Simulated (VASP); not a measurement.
# Y (Cmcm) in VASP: a series of runs, part 2 of 2

VASP 6.6.1. The steps go on from the part before.

### 3 Single point, PBE (atom 1 (Y) moved by (+0.200, +0.000) A along y and z)

Input file INCAR:

```
PREC = Accurate
ENCUT = 520
EDIFF = 1E-6
ISMEAR = 0
SIGMA = 0.15
LREAL = False
LASPH = True
NELM = 100
ALGO = Fast
ISIF = 2
LWAVE = False
LCHARG = True
GGA = PE
LELF = True
LVHAR = True
NBANDS = 18
```

Input file KPOINTS:

```
regular mesh
0
Gamma
  18 18 8
```

Input file POSCAR:

```
Y
1.0
    3.6514992371      0.0000000000      0.0000000000
   -1.8257496185      3.1622911012      0.0000000000
    0.0000000000      0.0000000000      5.7474000000
Y
2
Direct
    0.3649559755      0.7299119511      0.2500000000
    0.6666666667      0.3333333333      0.7500000000
```

Potentials or basis: VASP PAW PBE potentials, release 64 (Y_sv).

Command:

```
cat potpaw_PBE.64/Y_sv/POTCAR > POTCAR
mpirun -np 1 vasp_std > vasp.out
```

OUTCAR:

```text
PREC = Accurate
   ENCUT = 520
   EDIFF = 1E-6
   ISMEAR = 0
   LREAL = False
   LASPH = True
   NELM = 100
   ISIF = 2
   GGA = PE

 ion  position               nearest neighbor table
   1  0.365  0.730  0.250-   2 3.45   2 3.45   2 3.63   2 3.63   2 3.63   2 3.63
   2  0.667  0.333  0.750-   1 3.45   1 3.45   1 3.63   1 3.63   1 3.63   1 3.63

  LATTYP: Found a hexagonal cell.
 ALAT       =     3.6514992371
 C/A-ratio  =     1.5739836234

  Lattice vectors:

 A1 = (   3.6514992371,   0.0000000000,   0.0000000000)
 A2 = (  -1.8257496185,   3.1622911012,   0.0000000000)
 A3 = (   0.0000000000,   0.0000000000,   5.7474000000)

Analysis of symmetry for initial positions (statically):
=====================================================================
 Subroutine PRICEL returns:
 Original cell was already a primitive cell.

 Routine SETGRP: Setting up the symmetry group for a
 hexagonal supercell.

 Subroutine GETGRP returns: Found  8 space group operations
 (whereof  2 operations were pure point group operations)
 out of a pool of 24 trial point group operations.

The static configuration has the point symmetry C_1h.
[... 162 lines left out ...]
  energy without entropy =      -12.81413938  energy(sigma->0) =      -12.83764778

 E-fermi :   2.9450     XC(G=0):  -9.3870

 val. band max:        2.9430068737   @ k =   0.3333   0.2778   0.3750
 cond. band min:       2.9450514538   @ k =   0.3889   0.0556   0.5000
 fundamental gap:      0.0020445801
 Fermi energy:         2.9450148758

 k-point     1 :       0.0000    0.0000    0.0000
  band No.  band energies     occupation
      1     -39.7679      2.00000
      2     -39.6967      2.00000
      3     -20.0382      2.00000
      4     -19.5857      2.00000
      5     -19.5464      2.00000
      6     -19.4952      2.00000
[... 481 lines left out ...]
      5     -19.6045      2.00000
      6     -19.5628      2.00000
[... 10 lines left out ...]
     17       5.4690      0.00000
     18       5.8462      0.00000

 [... further k-points ...]

------------------------ aborting loop because EDIFF is reached ----------------------------------------

  FORCE on cell =-STRESS in cart. coord.  units (eV):
  Direction    XX          YY          ZZ          XY          YZ          ZX
  --------------------------------------------------------------------------------------
  -------------------------------------------------------------------------------------
  Total       -0.4015755      0.0961910     -0.2770337      0.0000000      0.0000000      0.0000000
  in kB       -9.6946768      2.3222049     -6.6880374      0.0000000      0.0000000      0.0000000
  external PRESSURE =      -4.6868364 kB  Pullay stress =       0.0000000 kB

 VOLUME and BASIS-vectors are now :
 -----------------------------------------------------------------------------
  energy-cutoff  :      520.00
  volume of cell :       66.37
      direct lattice vectors                 reciprocal lattice vectors
     3.651499237  0.000000000  0.000000000     0.273860115  0.158113211  0.000000000
    -1.825749618  3.162291101  0.000000000     0.000000000  0.316226422  0.000000000
     0.000000000  0.000000000  5.747400000     0.000000000  0.000000000  0.173991718

 POSITION                                       TOTAL-FORCE (eV/Angst)
 -----------------------------------------------------------------------------------
     -0.00000      2.30819      1.43685        -0.000000     -0.250856      0.000000
      1.82575      1.05410      4.31055         0.000000      0.250856      0.000000
 -----------------------------------------------------------------------------------
    total drift:                               -0.000000      0.000000     -0.000000

  FREE ENERGIE OF THE ION-ELECTRON SYSTEM (eV)
  ---------------------------------------------------
  free  energy   TOTEN  =       -12.8611561839 eV

  energy  without entropy=      -12.8141393800  energy(sigma->0) =      -12.83764778
```

stdout:

```text
POSCAR found type information on POSCAR Y
 POSCAR found :  1 types and       2 ions
 scaLAPACK will be used
 LDA part: xc-table for (Slater+PW92), standard interpolation
 POSCAR, INCAR and KPOINTS ok, starting setup
 FFT: planning ... GRIDC
 FFT: planning ... GRID_SOFT
 FFT: planning ... GRID
 WAVECAR not read
 entering main loop
WARNING in EDDRMM: call to ZHEGV failed, returncode =   8  4     11
WARNING in EDDRMM: call to ZHEGV failed, returncode =   8  4      9
WARNING in EDDRMM: call to ZHEGV failed, returncode =   8  4      9
WARNING in EDDRMM: call to ZHEGV failed, returncode =   8  4      4
WARNING in EDDRMM: call to ZHEGV failed, returncode =   6  3     10
WARNING in EDDRMM: call to ZHEGV failed, returncode =   8  4      9
WARNING in EDDRMM: call to ZHEGV failed, returncode =   6  3     14
```

Wall time 5.2 min (1 thread of Intel Xeon 6975P-C (Granite Rapids), shared host); peak memory 0.59 GiB.

Results:

```yaml
Free_energy: -12.8612 eV
Pressure: -0.5 GPa
Largest_force: 0.251 eV/Å
Band_gap_on_the_k_mesh: zero (bands 11 and 12 overlap by 1.38 eV)
```

Forces in eV/Å, atoms in the order of the input:
```
Y    0.000 -0.251  0.000
Y    0.000  0.251  0.000
```

Stress tensor (GPa, compression positive):
```
-0.97  0.00  0.00
 0.00  0.23  0.00
 0.00  0.00 -0.67
```

Caveat: the cell differs from its parent crystal (atom 1 (Y) moved by (+0.200, +0.000) A along y and z).
